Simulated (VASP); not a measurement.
# Si in VASP: single point with PBEsol

Aim: the single point of Si with PBEsol.

All numbers are computed with VASP 6.6.1; they aren't measurements. Logs are shortened: lines on timing, memory, paths and dates and some standing lists are left out, and cuts for length are marked.

### Step 1. The cell of the first run

The cell holds a slab with vacuum, 20 atoms: a = 3.842 Å, b = 5.433 Å, c = 30.287 Å, α = 90.00°, β = 90.00°, γ = 90.00°.

### Step 2. Single point, PBEsol

INCAR reads:

```
SYSTEM = Si
PREC = Accurate
ENCUT = 520
EDIFF = 1E-6
ISMEAR = -1
SIGMA = 0.05
LREAL = Auto
LASPH = .True.
NELM = 100
ALGO = Normal
ISIF = 2
LWAVE = .False.
LCHARG = .True.
GGA = PS
LELF = .True.
LVHAR = .True.
NBANDS = 56
```

KPOINTS reads:

```
regular mesh
0
Gamma
  6 4 1
  0 0 0
```

POSCAR reads:

```
Si
1.0
    2.7163950000     -2.7163950000      0.0000000000
    0.0000000000      0.0000000000      5.4327900000
  -21.4161650000    -21.4161650000      0.0000000000
Si
20
Direct
    0.0004770000      0.0085990000      0.7241950000
    0.9992920000      0.9991410000      0.4684310000
    0.9995940000      0.0264800000      0.2076610000
    0.9980780000      0.2482870000      0.6594930000
    0.9997510000      0.2467200000      0.4046560000
    0.9986810000      0.0005110000      0.5956760000
    0.0002700000      0.9990700000      0.3408370000
    0.9997850000      0.2210860000      0.7926880000
    0.9991340000      0.2481540000      0.5319060000
    0.9982300000      0.2387180000      0.2761410000
    0.4978710000      0.4997260000      0.6586020000
    0.4997110000      0.4972130000      0.4053110000
    0.4987140000      0.7500090000      0.5950360000
    0.5004940000      0.7476660000      0.3417460000
    0.4997420000      0.4212090000      0.7671230000
    0.4990950000      0.4986160000      0.5318870000
    0.4982960000      0.4869060000      0.2788770000
    0.5004710000      0.7606370000      0.7214380000
    0.4993620000      0.7487400000      0.4684490000
    0.4996070000      0.8265530000      0.2332350000
```

Potentials or basis: VASP PAW PBE potentials, release 64 (Si).

Launch:

```
> cat potpaw_PBE.64/Si/POTCAR > POTCAR
> mpirun -np 1 vasp_std > vasp.out
```

OUTCAR:

```text
SYSTEM = Si
   PREC = Accurate
   ENCUT = 520
   EDIFF = 1E-6
   ISMEAR = -1
   LREAL = Auto
   LASPH = .True.
   NELM = 100
   ISIF = 2
   GGA = PS

 ion  position               nearest neighbor table
   1  0.000  0.009  0.724-  18 2.35  18 2.35   4 2.35   8 2.37
   2  0.999  0.999  0.468-   9 2.35  19 2.35   5 2.35  19 2.35
   3  1.000  0.026  0.208-  20 2.34  20 2.34  10 2.37
   4  0.998  0.248  0.659-   1 2.35   6 2.36  11 2.36  11 2.36
   5  1.000  0.247  0.405-   2 2.35  12 2.35  12 2.35   7 2.36
   6  0.999  0.001  0.596-   9 2.35  13 2.35  13 2.35   4 2.36
   7  0.000  0.999  0.341-  10 2.35   5 2.36  14 2.36  14 2.36
   8  1.000  0.221  0.793-  15 2.34  15 2.34   1 2.37
   9  0.999  0.248  0.532-   2 2.35  16 2.35   6 2.35  16 2.35
  10  0.998  0.239  0.276-  17 2.35  17 2.35   7 2.35   3 2.37
  11  0.498  0.500  0.659-   4 2.36  13 2.36   4 2.36  18 2.37
  12  0.500  0.497  0.405-  19 2.35   5 2.35   5 2.35  14 2.36
  13  0.499  0.750  0.595-  16 2.35   6 2.35   6 2.35  11 2.36
  14  0.500  0.748  0.342-   7 2.36  12 2.36   7 2.36  17 2.37
  15  0.500  0.421  0.767-  18 2.31   8 2.34   8 2.34
  16  0.499  0.499  0.532-  13 2.35  19 2.35   9 2.35   9 2.35
  17  0.498  0.487  0.279-  20 2.31  10 2.35  10 2.35  14 2.37
  18  0.500  0.761  0.721-  15 2.31   1 2.35   1 2.35  11 2.37
  19  0.499  0.749  0.468-  12 2.35  16 2.35   2 2.35   2 2.35
  20  0.500  0.827  0.233-  17 2.31   3 2.34   3 2.34

  LATTYP: Found a simple orthorhombic cell.
 ALAT       =     3.8415626498
 B/A-ratio  =     1.4142135624
 C/A-ratio  =     7.8840393242

  Lattice vectors:

 A1 = (   2.7163950000,  -2.7163950000,   0.0000000000)
 A2 = (   0.0000000000,   0.0000000000,   5.4327900000)
 A3 = ( -21.4161650000, -21.4161650000,   0.0000000000)

Analysis of symmetry for initial positions (statically):
=====================================================================
 Subroutine PRICEL returns:
 Original cell was already a primitive cell.

 Routine SETGRP: Setting up the symmetry group for a
 simple orthorhombic supercell.

 Subroutine GETGRP returns: Found  1 space group operations
 (whereof  1 operations were pure point group operations)
 out of a pool of  8 trial point group operations.

The static configuration has the point symmetry C_1 .

Analysis of symmetry for dynamics (positions and initial velocities):
=====================================================================
 Subroutine PRICEL returns:
 Original cell was already a primitive cell.

 Routine SETGRP: Setting up the symmetry group for a
 simple orthorhombic supercell.

 Subroutine GETGRP returns: Found  1 space group operations
 (whereof  1 operations were pure point group operations)
 out of a pool of  8 trial point group operations.

The dynamic configuration has the point symmetry C_1 .

 Subroutine INISYM returns: Found  1 space group operations
 (whereof  1 operations are pure point group operations),
 and found     1 'primitive' translations

----------------------------------------------------------------------------------------

                                     Primitive cell

  volume of cell :     632.1025

  direct lattice vectors                    reciprocal lattice vectors
     2.716395000 -2.716395000  0.000000000     0.184067487 -0.184067487  0.000000000
     0.000000000  0.000000000  5.432790000     0.000000000  0.000000000  0.184067487
   -21.416165000-21.416165000  0.000000000    -0.023346850 -0.023346850  0.000000000

  length of vectors
     3.841562650  5.432790000 30.287030997     0.260310736  0.184067487  0.033017432

  position of ions in fractional coordinates (direct lattice)
     0.000477000  0.008599000  0.724195000
     0.999292000  0.999141000  0.468431000
     0.999594000  0.026480000  0.207661000
     0.998078000  0.248287000  0.659493000
     0.999751000  0.246720000  0.404656000
     0.998681000  0.000511000  0.595676000
[... 12 lines left out ...]
     0.499362000  0.748740000  0.468449000
     0.499607000  0.826553000  0.233235000

  ion indices of the primitive-cell ions
   primitive index   ion index
                 1           1
                 2           2
                 3           3
                 4           4
                 5           5
                 6           6
[... 12 lines left out ...]
                19          19
                20          20

----------------------------------------------------------------------------------------

 KPOINTS: regular mesh

Automatic generation of k-mesh.
 Grid dimensions read from file:
 generate k-points for:    6    4    1

 Generating k-lattice:

  Cartesian coordinates                     Fractional coordinates (reciprocal lattice)
     0.030677914 -0.030677914  0.000000000     0.166666667  0.000000000  0.000000000
     0.000000000  0.000000000  0.046016872     0.000000000  0.250000000  0.000000000
    -0.023346850 -0.023346850  0.000000000     0.000000000  0.000000000  1.000000000

  Length of vectors
     0.043385123  0.046016872  0.033017432

  Shift w.r.t. Gamma in fractional coordinates (k-lattice)
     0.000000000  0.000000000  0.000000000

 Subroutine IBZKPT returns following result:
 ===========================================

 Found     14 irreducible k-points:

 Following reciprocal coordinates:
            Coordinates               Weight
  0.000000  0.000000  0.000000      1.000000
  0.166667  0.000000  0.000000      2.000000
  0.333333  0.000000  0.000000      2.000000
  0.500000  0.000000  0.000000      1.000000
  0.000000  0.250000  0.000000      2.000000
  0.166667  0.250000  0.000000      2.000000
  0.166667 -0.250000  0.000000      2.000000
  0.333333  0.250000  0.000000      2.000000
  0.333333 -0.250000  0.000000      2.000000
  0.500000  0.250000  0.000000      2.000000
  0.000000  0.500000  0.000000      1.000000
  0.166667  0.500000  0.000000      2.000000
  0.333333  0.500000  0.000000      2.000000
  0.500000  0.500000  0.000000      1.000000
   k-points           NKPTS =     14   k-points in BZ     NKDIM =     14   number of bands    NBANDS=     56
   number of dos      NEDOS =    301   number of ions     NIONS =     20
   total plane-waves  NPLWV = 288000
   dimension x,y,z NGX =    30 NGY =   40 NGZ =  240
   dimension x,y,z NGXF=    60 NGYF=   80 NGZF=  480
   ions per type =              20
   NGX,Y,Z   is equivalent  to a cutoff of  12.98, 12.24, 13.17 a.u.
   NGXF,Y,Z  is equivalent  to a cutoff of  25.97, 24.48, 26.35 a.u.
 SYSTEM =  Si
   PREC   = accura    normal or accurate (medium, high low for compatibility)
   ISTART =      0    job   : 0-new  1-cont  2-samecut
   ICHARG =      2    charge: 1-file 2-atom 10-const
   ISPIN  =      1    spin polarized calculation?
   LNONCOLLINEAR =      F non collinear calculations
   LSORBIT =      F    spin-orbit coupling
   LASPH  =      T    aspherical Exc in radial PAW
   ENCUT  =  520.0 eV  38.22 Ry    6.18 a.u.   7.14 10.10 56.31*2*pi/ulx,y,z
   NELM   =    100;   NELMIN=  2; NELMDL= -5     # of ELM steps
   EDIFF  = 0.1E-05   stopping-criterion for ELM
   LREAL  =      T    real-space projection
   EDIFFG = 0.1E-04   stopping-criterion for IOM
   NSW    =      0    number of steps for IOM
   IBRION =     -1    ionic relax: 0-MD 1-quasi-New 2-CG
   NFREE  =      0    steps in history (QN), initial steepest desc. (CG)
   ISIF   =      2    stress and relaxation
   ISYM   =      2    0-nonsym 1-usesym 2-fastsym
   POTIM  = 0.5000    time-step for ionic-motion
   TEBEG  =    0.0;   TEEND  =   0.0 temperature during run
   PSTRESS=    0.0 pullay stress
   NELECT =      80.0000    total number of electrons
   NUPDOWN=      -1.0000    fix difference up-down
   EMIN   =  10.00;   EMAX   =-10.00  energy-range for DOS
   EFERMI =   0.00;   METHOD = LEGACY
   ISMEAR =    -1;   SIGMA  =   0.05  broadening in eV -4-tet -1-fermi 0-gaus
   EFERMI_NEDOS =   21; number of points for ismear=-14 and -15
   IALGO  =     38    algorithm
   IMIX   =      4    mixing-type and parameters
     AMIX     =   0.40;   BMIX     =  1.00
     AMIX_MAG =   1.60;   BMIX_MAG =  1.00
  volume/ion in A,a.u.               =      31.61       213.28
  Fermi-wavevector in a.u.,A,eV,Ry     =   0.821944  1.553249  9.191990  0.675592
  Thomas-Fermi vector in A             =   1.933192
   LORBIT       =      0    0 simple, 1 ext, 2 COOP (PROOUT), +10 PAW based schemes
   GGA     = PS    functional components
   LHFCALC =     F    Hartree Fock is set to
   AEXX    =    0.0000 exact exchange contribution
   IVDW    =     0    specifies the selected vdW correction
   LEPSILON=     F    determine dielectric tensor
   LRPA    =     F    only Hartree local field effects (RPA)
 non-spin polarized calculation
  energy-cutoff  :      520.00
  volume of cell :      632.10
 maximum number of plane-waves:     17086
 NGX is ok and might be reduce to    30
   NGX = 15   NGY = 21   NGZ =113

 number of electron      79.9999999 magnetization

 Free energy of the ion-electron system (eV)
  ---------------------------------------------------
  ext. energy  EPLUGINS =         0.00000000
  ---------------------------------------------------
  free energy    TOTEN  =      -110.73836660 eV

  energy without entropy =     -110.71704264  energy(sigma->0) =     -110.72770462

 E-fermi :   1.7950     XC(G=0):  -6.5516

 val. band max:        1.7934726308   @ k =   0.0000   0.0000   0.0000
 cond. band min:       1.8911507987   @ k =   0.5000   0.2500   0.0000
 fundamental gap:      0.0976781679
 Fermi energy:         1.7950288574

 k-point     1 :       0.0000    0.0000    0.0000
  band No.  band energies     occupation
      1     -10.1316      2.00000
      2      -9.9254      2.00000
      3      -9.5773      2.00000
      4      -9.0285      2.00000
      5      -8.3334      2.00000
      6      -7.5886      2.00000
[... 44 lines left out ...]
     51       4.5006      0.00000
     52       4.5538      0.00000

 k-point     2 :       0.1667    0.0000    0.0000
  band No.  band energies     occupation
      1      -9.8887      2.00000
      2      -9.6816      2.00000
      3      -9.3326      2.00000
      4      -8.7827      2.00000
      5      -8.0859      2.00000
      6      -7.3387      2.00000
[... 44 lines left out ...]
     51       4.7209      0.00000
     52       4.9629      0.00000

 k-point     3 :       0.3333    0.0000    0.0000
  band No.  band energies     occupation
      1      -9.1779      2.00000
      2      -8.9679      2.00000
      3      -8.6157      2.00000
      4      -8.0616      2.00000
      5      -7.3575      2.00000
      6      -6.8388      2.00000
[... 44 lines left out ...]
     51       4.0363      0.00000
     52       4.6587      0.00000
[... 496 lines left out ...]
 k-point    13 :       0.3333    0.5000    0.0000
  band No.  band energies     occupation
      1      -8.2525      2.00000
      2      -8.2451      2.00000
      3      -8.0496      2.00000
      4      -8.0329      2.00000
      5      -7.7428      2.00000
      6      -7.6645      2.00000
[... 44 lines left out ...]
     51       4.9228      0.00000
     52       5.0343      0.00000

 k-point    14 :       0.5000    0.5000    0.0000
  band No.  band energies     occupation
      1      -7.7997      2.00000
      2      -7.7545      2.00000
      3      -7.5896      2.00000
      4      -7.5049      2.00000
      5      -7.2121      2.00000
      6      -7.1575      2.00000
[... 44 lines left out ...]
     51       4.9734      0.00000
     52       5.0103      0.00000
 [bands above 52 left out]

------------------------ aborting loop because EDIFF is reached ----------------------------------------

  FORCE on cell =-STRESS in cart. coord.  units (eV):
  Direction    XX          YY          ZZ          XY          YZ          ZX
  --------------------------------------------------------------------------------------
  -------------------------------------------------------------------------------------
  Total       -0.9238419     -0.9631072      0.5651603      1.1578105      0.0223388      0.0436408
  in kB       -2.3416429     -2.4411680      1.4325001      2.9346785      0.0566218      0.1106154
  external PRESSURE =      -1.1167703 kB  Pullay stress =       0.0000000 kB

 VOLUME and BASIS-vectors are now :
 -----------------------------------------------------------------------------
  energy-cutoff  :      520.00
  volume of cell :      632.10
      direct lattice vectors                 reciprocal lattice vectors
     2.716395000 -2.716395000  0.000000000     0.184067487 -0.184067487  0.000000000
     0.000000000  0.000000000  5.432790000     0.000000000  0.000000000  0.184067487
   -21.416165000-21.416165000  0.000000000    -0.023346850 -0.023346850  0.000000000

 POSITION                                       TOTAL-FORCE (eV/Angst)
 -----------------------------------------------------------------------------------
    -15.50818    -15.51078      0.04672        -0.015675     -0.010782      0.019169
     -7.31752    -12.74647      5.42812        -0.001865     -0.004946     -0.021307
     -1.73201     -7.16259      0.14386         0.002444      0.003368     -0.024700
    -11.41264    -16.83498      1.34889         0.010758      0.014016      0.016084
     -5.95046    -11.38190      1.34038         0.001311      0.006371      0.019080
    -10.04428    -15.46991      0.00278        -0.000482     -0.007919     -0.015369
[... 12 lines left out ...]
     -8.67592    -11.38885      4.06775         0.002772      0.007260      0.014958
     -3.63787     -6.35213      4.49049         0.013011      0.009821      0.030409
 -----------------------------------------------------------------------------------
    total drift:                               -0.008131     -0.008384      0.001817

  FREE ENERGIE OF THE ION-ELECTRON SYSTEM (eV)
  ---------------------------------------------------
  free  energy   TOTEN  =      -110.7383665957 eV

  energy  without entropy=     -110.7170426405  energy(sigma->0) =     -110.72770462
```

Wall time 28 min (1 thread of Intel Xeon 8259CL, shared host); peak memory 0.74 GiB.

Results:

```
Free energy            : -110.7384 eV
Largest force          : 0.043 eV/Å
Band gap on the k mesh : zero (bands 40 and 41 overlap by 0.49 eV)
```

Forces in eV/Å, atoms in the order of the input:
```
Si  -0.016 -0.011  0.019
Si  -0.002 -0.005 -0.021
Si   0.002  0.003 -0.025
Si   0.011  0.014  0.016
Si   0.001  0.006  0.019
Si   0.000 -0.008 -0.015
Si  -0.012 -0.019 -0.016
Si  -0.001  0.004  0.027
Si   0.002  0.006  0.024
Si   0.013  0.010 -0.009
Si   0.003 -0.025 -0.015
Si  -0.003 -0.005 -0.013
Si   0.006  0.005  0.018
Si  -0.001  0.024  0.011
Si  -0.011 -0.012 -0.040
Si  -0.003 -0.005 -0.019
Si  -0.012 -0.015  0.007
Si   0.005  0.015 -0.012
Si   0.003  0.007  0.015
Si   0.013  0.010  0.030
```

Caveat: there is no dipole correction, which matters where the two faces differ; the PAW data sets were made with another functional, which shifts forces and pressure a little.

The gap in the log of VASP goes by the Fermi energy; the results here count the filled bands.